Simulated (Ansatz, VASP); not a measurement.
**One calculation of Nb, two programs**

```
CELL_PARAMETERS angstrom
-1.63511 1.63511 1.63511
1.63511 -1.63511 1.63511
1.63511 1.63511 -1.63511
ATOMIC_POSITIONS crystal
Nb 0.00000 0.00000 0.00000
```

Alike in both runs: functional PBE; dispersion D3(BJ); k mesh 8 × 8 × 8; occupations gaussian, width 0.1 eV; no spin polarisation.

Ansatz relaxed the structure, and its values are those at the end. VASP's run is a single point on that final structure, the one shown.

```csv
,VASP,Ansatz
version,VASP 6.6.1,Ansatz 0.2.0
potentials or method,"VASP PAW PBE potentials, release 64 (Nb_sv), cutoff 500 eV","scalar-relativistic, plane waves, PAW"
valence electrons in the cell,13,13
```

|  | VASP | Ansatz | Ansatz less VASP |
| --- | --- | --- | --- |
| gap on the k mesh at the Fermi level (eV) | none | none | - |
| pressure (GPa) | -0.3 | 0.1 | +0.44 |

A gap of «none» marks a metal or a gap that the smearing closes.
